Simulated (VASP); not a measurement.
Ag, 2 atoms in the cell. Symmetry: P6_3/mmc, No. 194, hexagonal system. The conventional cell has a = 2.930 Å, b = 2.930 Å, c = 4.790 Å, α = 90.00°, β = 90.00°, γ = 120.00°. Within 3.9 Å of Ag (site symmetry -6m2) lie 12 Ag at 2.93 Å. This isn't the form of Ag at room conditions, which is fcc.

- Program: VASP 6.6.1
- Task: electric field gradients
- Functional: PBEsol
- Potentials or basis: VASP PAW PBE potentials, release 64 (Ag)
- Cutoff: 520 eV
- k mesh: 14 × 14 × 8
- Occupations: fermi-dirac, width 0.05 eV
- Spin: no spin polarisation
- Dipole correction: no
- Further INCAR settings: ALGO = Normal; EDIFF = 1e-08; NBANDS = 18

Potentials or basis: VASP PAW PBE potentials, release 64 (Ag).

Launch:

```bash
$ cat potpaw_PBE.64/Ag/POTCAR > POTCAR
$ mpirun -np 1 vasp_std > vasp.out
```

Hardware: 1 thread of Intel Xeon 8259CL, with other jobs on the host.

Question: How long does it take, and how much memory?

Answer: It took 77 s on 1 thread of Intel Xeon 8259CL (shared host), peak memory 0.2 GiB. Counts: scf iterations 13, k points 120.
